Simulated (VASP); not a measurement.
# HgTe (Coloradoite) (F-43m) in VASP: settings compared

Aim: see how the results for HgTe (Coloradoite) move with the level of theory and the settings. Levels: PBE+D4, revPBE, BLYP+D3(BJ). Tasks: single point.

Everything below comes from runs of VASP 6.6.1. Logs are shortened: lines on timing, memory, paths and dates and some standing lists are left out, and cuts for length are marked.

### 1 The cell of the first run

The structure is cubic, space group F-43m (No. 216). Conventional cell: a = 6.386 Å, b = 6.386 Å, c = 6.386 Å, α = 90.00°, β = 90.00°, γ = 90.00°. Hg (site symmetry -43m) has 4 Te at 2.77 Å within 3.6 Å. Within 3.6 Å of Te (site symmetry -43m) lie 4 Hg at 2.77 Å.

### 2 Single point, PBE+D4

File INCAR:

```
PREC = Accurate
ENCUT = 520
EDIFF = 1E-6
ISMEAR = -1
SIGMA = 0.05
LREAL = False
LASPH = True
NELM = 100
ALGO = Normal
ISIF = 2
LWAVE = False
LCHARG = False
GGA = PE
IVDW = 13
NBANDS = 16
```

File KPOINTS:

```
regular mesh
0
Gamma
  7 7 7
```

File POSCAR:

```
HgTe
1.0
    0.0000000000      3.1929255244      3.1929255244
    3.1929255244      0.0000000000      3.1929255244
    3.1929255244      3.1929255244      0.0000000000
Hg Te
1 1
Direct
    0.0000000000      0.0000000000      0.0000000000
    0.7500000000      0.7500000000      0.7500000000
```

Potentials or basis: VASP PAW PBE potentials, release 64 (Hg, Te).

Started as:

```console
cat potpaw_PBE.64/Hg/POTCAR potpaw_PBE.64/Te/POTCAR > POTCAR
mpirun -np 1 vasp_std > vasp.out
```

OUTCAR:

```text
PREC = Accurate
   ENCUT = 520
   EDIFF = 1E-6
   ISMEAR = -1
   LREAL = False
   LASPH = True
   NELM = 100
   ISIF = 2
   GGA = PE
   IVDW = 13

 ion  position               nearest neighbor table
   1  0.000  0.000  0.000-   2 2.77   2 2.77   2 2.77   2 2.77
   2  0.750  0.750  0.750-   1 2.77   1 2.77   1 2.77   1 2.77

  LATTYP: Found a face centered cubic cell.
 ALAT       =     6.3858510488

  Lattice vectors:

 A1 = (   0.0000000000,   3.1929255244,   3.1929255244)
 A2 = (   3.1929255244,   0.0000000000,   3.1929255244)
 A3 = (   3.1929255244,   3.1929255244,   0.0000000000)

Analysis of symmetry for initial positions (statically):
=====================================================================
 Subroutine PRICEL returns:
 Original cell was already a primitive cell.

 Routine SETGRP: Setting up the symmetry group for a
 face centered cubic supercell.

 Subroutine GETGRP returns: Found 24 space group operations
 (whereof 24 operations were pure point group operations)
 out of a pool of 48 trial point group operations.

The static configuration has the point symmetry T_d .

Analysis of symmetry for dynamics (positions and initial velocities):
=====================================================================
 Subroutine PRICEL returns:
 Original cell was already a primitive cell.

 Routine SETGRP: Setting up the symmetry group for a
 face centered cubic supercell.

 Subroutine GETGRP returns: Found 24 space group operations
 (whereof 24 operations were pure point group operations)
 out of a pool of 48 trial point group operations.

The dynamic configuration has the point symmetry T_d .

 Subroutine INISYM returns: Found 24 space group operations
 (whereof 24 operations are pure point group operations),
 and found     1 'primitive' translations

----------------------------------------------------------------------------------------

                                     Primitive cell

  volume of cell :      65.1023

  direct lattice vectors                    reciprocal lattice vectors
     0.000000000  3.192925524  3.192925524    -0.156596199  0.156596199  0.156596199
     3.192925524  0.000000000  3.192925524     0.156596199 -0.156596199  0.156596199
     3.192925524  3.192925524  0.000000000     0.156596199  0.156596199 -0.156596199

  length of vectors
     4.515478580  4.515478580  4.515478580     0.271232573  0.271232573  0.271232573

  position of ions in fractional coordinates (direct lattice)
     0.000000000  0.000000000  0.000000000
     0.750000000  0.750000000  0.750000000

  ion indices of the primitive-cell ions
   primitive index   ion index
                 1           1
                 2           2

----------------------------------------------------------------------------------------

 KPOINTS: regular mesh

Automatic generation of k-mesh.
 Grid dimensions read from file:
 generate k-points for:    7    7    7

 Generating k-lattice:

  Cartesian coordinates                     Fractional coordinates (reciprocal lattice)
    -0.022370886  0.022370886  0.022370886     0.142857143  0.000000000  0.000000000
     0.022370886 -0.022370886  0.022370886     0.000000000  0.142857143  0.000000000
     0.022370886  0.022370886 -0.022370886     0.000000000  0.000000000  0.142857143

  Length of vectors
     0.038747510  0.038747510  0.038747510

  Shift w.r.t. Gamma in fractional coordinates (k-lattice)
     0.000000000  0.000000000  0.000000000

 Subroutine IBZKPT returns following result:
 ===========================================

 Found     20 irreducible k-points:

 Following reciprocal coordinates:
            Coordinates               Weight
  0.000000  0.000000  0.000000      1.000000
  0.142857  0.000000  0.000000      8.000000
  0.285714  0.000000  0.000000      8.000000
  0.428571  0.000000  0.000000      8.000000
  0.142857  0.142857  0.000000      6.000000
  0.285714  0.142857  0.000000     24.000000
[... 12 lines left out ...]
 -0.428571  0.428571  0.142857     24.000000
 -0.285714  0.428571  0.142857     24.000000
   k-points           NKPTS =     20   k-points in BZ     NKDIM =     20   number of bands    NBANDS=     16
   number of dos      NEDOS =    301   number of ions     NIONS =      2
   total plane-waves  NPLWV =  46656
   dimension x,y,z NGX =    36 NGY =   36 NGZ =   36
   dimension x,y,z NGXF=    72 NGYF=   72 NGZF=   72
   ions per type =               1   1
   NGX,Y,Z   is equivalent  to a cutoff of  13.25, 13.25, 13.25 a.u.
   NGXF,Y,Z  is equivalent  to a cutoff of  26.51, 26.51, 26.51 a.u.
 SYSTEM =  unknown system
   PREC   = accura    normal or accurate (medium, high low for compatibility)
   ISTART =      0    job   : 0-new  1-cont  2-samecut
   ICHARG =      2    charge: 1-file 2-atom 10-const
   ISPIN  =      1    spin polarized calculation?
   LNONCOLLINEAR =      F non collinear calculations
   LSORBIT =      F    spin-orbit coupling
   LASPH  =      T    aspherical Exc in radial PAW
[... 25 lines left out ...]
  Thomas-Fermi vector in A             =   2.202102
   LORBIT       =      0    0 simple, 1 ext, 2 COOP (PROOUT), +10 PAW based schemes
   GGA     = PE    functional components
   LHFCALC =     F    Hartree Fock is set to
   AEXX    =    0.0000 exact exchange contribution
   IVDW    =    13    specifies the selected vdW correction
   LEPSILON=     F    determine dielectric tensor
   LRPA    =     F    only Hartree local field effects (RPA)
 non-spin polarized calculation
  energy-cutoff  :      520.00
  volume of cell :       65.10
 maximum number of plane-waves:      1807
 NGX is ok and might be reduce to    36
   NGX = 17   NGY = 17   NGZ = 17

 number of electron      17.9999998 magnetization

 Free energy of the ion-electron system (eV)
  ---------------------------------------------------
  ext. energy  EPLUGINS =         0.00000000
  ---------------------------------------------------
  free energy    TOTEN  =        -3.50805960 eV

  energy without entropy =       -3.50739277  energy(sigma->0) =       -3.50772618

 E-fermi :   3.5369     XC(G=0):  -8.9105

 val. band max:        3.4974393696   @ k =   0.0000   0.0000   0.0000
 cond. band min:       4.2244404736   @ k =   0.4286   0.0000   0.0000
 fundamental gap:      0.7270011040
 Fermi energy:         3.5368519064

 k-point     1 :       0.0000    0.0000    0.0000
  band No.  band energies     occupation
      1      -8.7621      2.00000
      2      -4.0817      2.00000
      3      -4.0817      2.00000
      4      -4.0817      2.00000
      5      -3.5065      2.00000
      6      -3.5065      2.00000
[... 8 lines left out ...]
     15      13.0999      0.00000
     16      13.0999      0.00000

 k-point     2 :       0.1429    0.0000    0.0000
  band No.  band energies     occupation
      1      -8.6550      2.00000
      2      -4.0519      2.00000
      3      -4.0519      2.00000
      4      -4.0435      2.00000
      5      -3.5094      2.00000
      6      -3.5094      2.00000
[... 8 lines left out ...]
     15      12.1478      0.00000
     16      12.1478      0.00000

 k-point     3 :       0.2857    0.0000    0.0000
  band No.  band energies     occupation
      1      -8.3992      2.00000
      2      -3.9917      2.00000
      3      -3.9917      2.00000
      4      -3.8512      2.00000
      5      -3.5053      2.00000
      6      -3.5053      2.00000
[... 8 lines left out ...]
     15      12.1160      0.00000
     16      12.1160      0.00000

 k-point     4 :       0.4286    0.0000    0.0000
  band No.  band energies     occupation
      1      -8.1779      2.00000
      2      -3.9533      2.00000
      3      -3.9533      2.00000
      4      -3.4875      2.00000
      5      -3.4875      2.00000
      6      -3.3685      2.00000
[... 8 lines left out ...]
     15      13.1904      0.00000
     16      13.1904      0.00000
[... 248 lines left out ...]
 k-point    18 :      -0.4286    0.2857    0.1429
  band No.  band energies     occupation
      1      -8.0397      2.00000
      2      -3.8954      2.00000
      3      -3.8605      2.00000
      4      -3.5900      2.00000
      5      -3.4946      2.00000
      6      -3.1886      2.00000
[... 8 lines left out ...]
     15      13.4429      0.00000
     16      14.1170      0.00000

 k-point    19 :      -0.4286    0.4286    0.1429
  band No.  band energies     occupation
      1      -7.9644      2.00000
      2      -3.8730      2.00000
      3      -3.7865      2.00000
      4      -3.6706      2.00000
      5      -3.4719      2.00000
      6      -3.0722      2.00000
[... 8 lines left out ...]
     15      14.2892      0.00000
     16      14.7219      0.00000

 k-point    20 :      -0.2857    0.4286    0.1429
  band No.  band energies     occupation
      1      -7.9455      2.00000
      2      -3.8614      2.00000
      3      -3.7973      2.00000
      4      -3.5818      2.00000
      5      -3.5228      2.00000
      6      -2.9024      2.00000
[... 8 lines left out ...]
     15      13.6439      0.00000
     16      15.4737      0.00000

------------------------ aborting loop because EDIFF is reached ----------------------------------------

  DFT-D4 for vdW energy calculation

  Edisp (eV):   -0.79769

  FORCE on cell =-STRESS in cart. coord.  units (eV):
  Direction    XX          YY          ZZ          XY          YZ          ZX
  --------------------------------------------------------------------------------------
  -------------------------------------------------------------------------------------
  Total       1.48246     1.48246     1.48246     0.00000     0.00000     0.00000
  in kB      36.48351    36.48351    36.48351     0.00000     0.00000     0.00000
  external pressure =       36.48 kB  Pullay stress =        0.00 kB

 VOLUME and BASIS-vectors are now :
 -----------------------------------------------------------------------------
  energy-cutoff  :      520.00
  volume of cell :       65.10
      direct lattice vectors                 reciprocal lattice vectors
     0.000000000  3.192925524  3.192925524    -0.156596199  0.156596199  0.156596199
     3.192925524  0.000000000  3.192925524     0.156596199 -0.156596199  0.156596199
     3.192925524  3.192925524  0.000000000     0.156596199  0.156596199 -0.156596199

 POSITION                                       TOTAL-FORCE (eV/Angst)
 -----------------------------------------------------------------------------------
      0.00000      0.00000      0.00000         0.000000      0.000000      0.000000
      4.78939      4.78939      4.78939        -0.000000     -0.000000     -0.000000
 -----------------------------------------------------------------------------------
    total drift:                               -0.000000     -0.000000     -0.000000

  FREE ENERGIE OF THE ION-ELECTRON SYSTEM (eV)
  ---------------------------------------------------
  free  energy   TOTEN  =        -4.3057527390 eV

  energy  without entropy=       -4.3050859162  energy(sigma->0) =       -4.30541933
```

It took 11 s on 1 thread of Intel Xeon Platinum 8559C (Emerald Rapids), shared host; peak memory 0.2 GiB.

Results:

```
Free energy                : -4.3058 eV
Pressure                   : 3.6 GPa
Band gap on the k mesh     : zero (filled and empty bands touch)
Dispersion energy per atom : -0.399 eV
```

Levels at points of the mesh, in eV from the Fermi level:
```csv
k point,band 6,band 7,band 8,band 9,band 10,band 11,band 12,band 13
"(0.00, 0.00, 0.00)",-7.04,-0.67,-0.04,-0.04,-0.04,4.12,4.12,4.12
```

Caveat: spin-orbit coupling is left out, which moves the levels of the heavy elements; pairwise dispersion overbinds metals, which lowers pressure and volume.

### 3 Single point, revPBE

This run uses another cell than the first one, of 31.89 Å³/atom, 0.980 times its volume.

File INCAR:

```
SYSTEM = HgTe
  PREC = Accurate
  ENCUT = 520
  EDIFF = 1E-6
  ISMEAR = -1
  SIGMA = 0.05
  LREAL = .FALSE.
  LASPH = .TRUE.
  NELM = 100
  ALGO = Normal
  ISIF = 2
  LWAVE = .FALSE.
  LCHARG = .TRUE.
  GGA = RE
  LELF = .TRUE.
  LVHAR = .TRUE.
  NBANDS = 16
```

File KPOINTS:

```
regular mesh
0
G
  7 7 7
  0 0 0
```

File POSCAR:

```
HgTe
1.0
    0.0000000000      3.1710554852      3.1710554852
    3.1710554852      0.0000000000      3.1710554852
    3.1710554852      3.1710554852      0.0000000000
Hg Te
1 1
Direct
    0.0000000000      0.0000000000      0.0000000000
    0.7500000000      0.7500000000      0.7500000000
```

Potentials or basis: VASP PAW PBE potentials, release 64 (Hg, Te).

Started as:

```console
cat potpaw_PBE.64/Hg/POTCAR potpaw_PBE.64/Te/POTCAR > POTCAR
mpirun -np 1 vasp_std > vasp.out
```

It took 12 s on 1 thread of Intel Xeon Platinum 8559C (Emerald Rapids), shared host; peak memory 0.21 GiB.

The run converged. Its results:

```
Free energy            : -2.7558 eV
Pressure               : 8.5 GPa
Band gap on the k mesh : zero (filled and empty bands touch)
```

Levels at points of the mesh, in eV from the Fermi level:
| k point | band 5 | band 6 | band 7 | band 8 | band 9 | band 10 | band 11 | band 12 | band 13 | band 14 |
| --- | --- | --- | --- | --- | --- | --- | --- | --- | --- | --- |
| (0.00, 0.00, 0.00) | -7.15 | -7.15 | -0.55 | -0.04 | -0.04 | -0.04 | 4.11 | 4.11 | 4.11 | 6.60 |

Caveat: the PAW data sets were made with another functional, which shifts forces and pressure a little; spin-orbit coupling is left out, which moves the levels of the heavy elements.

### 4 Single point, revPBE

File INCAR:

```
PREC     = Accurate       # precision mode
ENCUT    = 520            # plane-wave cutoff, eV
EDIFF    = 1E-6           # SCF threshold, eV
ISMEAR   = -1             # smearing method
SIGMA    = 0.05           # smearing width, eV
LREAL    = False          # projectors in reciprocal space
LASPH    = True           # aspherical terms in the spheres
NELM     = 80             # most SCF steps
ALGO     = Normal         # electronic algorithm
ISIF     = 2              # what is computed and relaxed
LWAVE    = False          # write WAVECAR
LCHARG   = False          # write CHGCAR
GGA      = RE             # functional
NBANDS   = 16             # bands
```

File KPOINTS:

```
Automatic mesh
0
Gamma
  7 7 7
```

File POSCAR:

```
HgTe
1.0
    0.0000000000      3.1929255244      3.1929255244
    3.1929255244      0.0000000000      3.1929255244
    3.1929255244      3.1929255244      0.0000000000
Hg Te
1 1
Direct
    0.0000000000      0.0000000000      0.0000000000
    0.7500000000      0.7500000000      0.7500000000
```

Started as:

```console
cat potpaw_PBE.64/Hg/POTCAR potpaw_PBE.64/Te/POTCAR > POTCAR
mpirun -np 1 vasp_std > vasp.out
```

Wall time 11 s (1 thread of Intel Xeon Platinum 8559C (Emerald Rapids), shared host); peak memory 0.21 GiB.

It converged, with:

```
Free energy            : -2.8208 eV
Pressure               : 7.1 GPa
Band gap on the k mesh : zero (filled and empty bands touch)
```

Levels at points of the mesh, in eV from the Fermi level:
```csv
k point,band 7,band 8,band 9,band 10,band 11,band 12
"(0.00, 0.00, 0.00)",-0.60,-0.04,-0.04,-0.04,4.15,4.15
```

Caveat: the PAW data sets were made with another functional, which shifts forces and pressure a little; spin-orbit coupling is left out, which moves the levels of the heavy elements.

### 5 Single point, BLYP+D3(BJ)

This run uses another cell than the first one, of 31.89 Å³/atom, 0.980 times its volume.

File INCAR:

```
PREC = Accurate
ENCUT = 520
EDIFF = 1E-6
ISMEAR = -1
SIGMA = 0.05
LREAL = F
LASPH = T
NELM = 80
ALGO = Normal
ISIF = 2
LWAVE = F
LCHARG = F
GGA = B5
ALDAX = 1.0
AGGAX = 1.0
AGGAC = 1.0
ALDAC = 0.0
IVDW = 12
VDW_S6 = 1.0
VDW_S8 = 2.6996
VDW_A1 = 0.4298
VDW_A2 = 4.2359
NBANDS = 16
```

KPOINTS is that of step 4.

File POSCAR:

```
HgTe
1.0
    0.0000000000      3.1710554852      3.1710554852
    3.1710554852      0.0000000000      3.1710554852
    3.1710554852      3.1710554852      0.0000000000
Hg Te
1 1
Direct
    0.0000000000      0.0000000000      0.0000000000
    0.7500000000      0.7500000000      0.7500000000
```

Started as:

```console
cat potpaw_PBE.64/Hg/POTCAR potpaw_PBE.64/Te/POTCAR > POTCAR
mpirun -np 1 vasp_std > vasp.out
```

It took 20 s on 1 thread of Intel Xeon Platinum 8559C (Emerald Rapids), shared host; peak memory 0.22 GiB.

The run converged. Its results:

| Quantity | Value |
| --- | --- |
| Free energy | -4.0273 eV |
| Pressure | 5.7 GPa |
| Band gap on the k mesh | zero (filled and empty bands touch) |
| Dispersion energy per atom | -0.886 eV |

Levels at points of the mesh, in eV from the Fermi level:
```tsv
k point	band 7	band 8	band 9	band 10	band 11	band 12
(0.00, 0.00, 0.00)	-0.68	-0.04	-0.04	-0.04	4.12	4.12
```

Caveat: the PAW data sets were made with another functional, which shifts forces and pressure a little; spin-orbit coupling is left out, which moves the levels of the heavy elements; pairwise dispersion overbinds metals, which lowers pressure and volume.

### 6 Single point, BLYP+D3(BJ)

Edit INCAR of step 5 so:

```diff
@@ -1 +1,2 @@
+SYSTEM = HgTe
 PREC = Accurate
@@ -5,9 +6,9 @@
 SIGMA = 0.05
-LREAL = F
-LASPH = T
-NELM = 80
+LREAL = .FALSE.
+LASPH = .TRUE.
+NELM = 60
 ALGO = Normal
 ISIF = 2
-LWAVE = F
-LCHARG = F
+LWAVE = .FALSE.
+LCHARG = .FALSE.
 GGA = B5
```

File KPOINTS:

```
regular mesh
0
G
  7 7 7
  0 0 0
```

File POSCAR:

```
HgTe
1.0
    0.0000000000      3.1929255244      3.1929255244
    3.1929255244      0.0000000000      3.1929255244
    3.1929255244      3.1929255244      0.0000000000
Hg Te
1 1
Direct
    0.0000000000      0.0000000000      0.0000000000
    0.7500000000      0.7500000000      0.7500000000
```

Potentials or basis: VASP PAW PBE potentials, release 64 (Hg, Te).

Started as:

```console
cat potpaw_PBE.64/Hg/POTCAR potpaw_PBE.64/Te/POTCAR > POTCAR
mpirun -np 1 vasp_std > vasp.out
```

It took 22 s on 1 thread of Intel Xeon Platinum 8559C (Emerald Rapids), shared host; peak memory 0.21 GiB.

It converged, with:

```yaml
Free_energy: -4.0695 eV
Pressure: 4.4 GPa
Band_gap_on_the_k_mesh: zero (filled and empty bands touch)
Dispersion_energy_per_atom: -0.864 eV
```

Levels at points of the mesh, in eV from the Fermi level:
```csv
k point,band 5,band 6,band 7,band 8,band 9,band 10,band 11,band 12,band 13,band 14
"(0.00, 0.00, 0.00)",-7.07,-7.07,-0.74,-0.04,-0.04,-0.04,4.15,4.15,4.15,6.58
```

Caveat: the PAW data sets were made with another functional, which shifts forces and pressure a little; spin-orbit coupling is left out, which moves the levels of the heavy elements; pairwise dispersion overbinds metals, which lowers pressure and volume.

### 7 Summary

| level | cell | gap on the mesh (eV) | pressure (GPa) |
| --- | --- | --- | --- |
| PBE+D4 | a = 4.515 Å, angles 60.0°, 2 atoms | none | 3.6 |
| revPBE | a = 4.485 Å, angles 60.0°, 2 atoms | none | 8.5 |
| revPBE | a = 4.515 Å, angles 60.0°, 2 atoms | none | 7.1 |
| BLYP+D3(BJ) | a = 4.485 Å, angles 60.0°, 2 atoms | none | 5.7 |
| BLYP+D3(BJ) | a = 4.515 Å, angles 60.0°, 2 atoms | none | 4.4 |

Alike in all rows: task single point; potentials or basis VASP PAW PBE potentials, release 64 (Hg, Te); no spin polarisation; k mesh 7 × 7 × 7; cutoff (eV) 520; smearing fermi-dirac 0.05 eV.

Every run on the cell as given and a fine mesh finds a metal. The pressure there spans 3.6 GPa (PBE+D4) to 7.1 GPa (revPBE); a positive pressure means that this level wants a larger cell, a negative one a smaller.

Caveats: spin-orbit coupling is left out, which moves the levels of the heavy elements; the PAW data sets were made with another functional, which shifts forces and pressure a little (some runs); pairwise dispersion overbinds metals, which lowers pressure and volume (some runs).

Absolute energies hang on the potentials; compare differences alone.
